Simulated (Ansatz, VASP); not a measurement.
## HfO2 in VASP and in Ansatz

The input INCAR:

```
SYSTEM = HfO2
ALGO = Normal ; EDIFF = 1E-6
ENCUT = 520 ; GGA = PS
ISIF = 2 ; ISMEAR = 0
LASPH = .TRUE. ; LCHARG = .FALSE.
LREAL = .FALSE. ; LWAVE = .FALSE.
NBANDS = 31 ; NELM = 100
PREC = Accurate ; SIGMA = 0.01
```

The input KPOINTS:

```
k-points
0
G
  6 6 8
  0 0 0
```

File POSCAR:

```
HfO2
1.0
    4.8301248136      0.0000000000      0.0000000000
    0.0000000000      4.8301248136      0.0000000000
    0.0000000000      0.0000000000      3.2097164479
Hf O
2 4
Direct
    0.0000000000      0.0000000000      0.0000000000
    0.5000000000      0.5000000000      0.5000000000
    0.1949699030      0.8050300970      0.5000000000
    0.3050300970      0.3050300970      0.0000000000
    0.6949699030      0.6949699030      0.0000000000
    0.8050300970      0.1949699030      0.5000000000
```

Input for Ansatz:

```yaml
crystal:
  lattice:
    - [4.8301248097, 0.0, 0.0]
    - [0.0, 4.8301248097, 0.0]
    - [0.0, 0.0, 3.209716414]
  atoms:
    - { symbol: Hf, position: [0.0, 0.0, 0.0] }
    - { symbol: Hf, position: [0.5, 0.5, 0.5] }
    - { symbol: O, position: [0.1949699023, 0.8050300977, 0.5] }
    - { symbol: O, position: [0.3050300977, 0.3050300977, 0.0] }
    - { symbol: O, position: [0.6949699023, 0.6949699023, 0.0] }
    - { symbol: O, position: [0.8050300977, 0.1949699023, 0.5] }
basis:
  ecutwfc: 420
  xc_grid: 2
kpoints:
  mp_grid: { grid: [6, 6, 8] }
  band_path: { path: [VBM, CBM], npoints: 2 }
hamiltonian:
  xc: pbesol
scf:
  occupations: { method: gaussian, width: 0.01 }
output:
  forces: true
  stress: true
  eigenvalues: true
```

Alike in both runs: task single point; functional PBEsol; k mesh 6 × 6 × 8; occupations gaussian, width 0.01 eV; no spin polarisation.

```csv
,VASP,Ansatz
version,VASP 6.6.1,Ansatz 0.2.0
potentials or method,"VASP PAW PBE potentials, release 64 (Hf_pv, O), cutoff 520 eV","scalar-relativistic, plane waves, PAW"
valence electrons in the cell,44,76
```

Ansatz gave:

```
gap on the k mesh at the Fermi level (eV)                     : 3.89
least direct gap on the mesh (eV)                             : 3.89
pressure (GPa)                                                : 0.0
traceless stress, the component that is largest in VASP (GPa) : 0.00
rms of the force components (eV/Å)                            : 0.000
```

Q: Which values does VASP return?

A: gap on the k mesh at the Fermi level (eV): 3.84; least direct gap on the mesh (eV): 3.84; pressure (GPa): -2.7; traceless stress, the component that is largest in VASP (GPa): -0.44; rms of the force components (eV/Å): 0.022.

VASP's potentials were made for PBE, not for PBEsol. Atom by atom the forces differ by 0.022 eV/Å (rms over components). VASP's potentials hold 44 valence electrons a cell and Ansatz's 76, so a difference there can come from the potentials and not from the codes.

Neither program's run includes spin-orbit coupling.
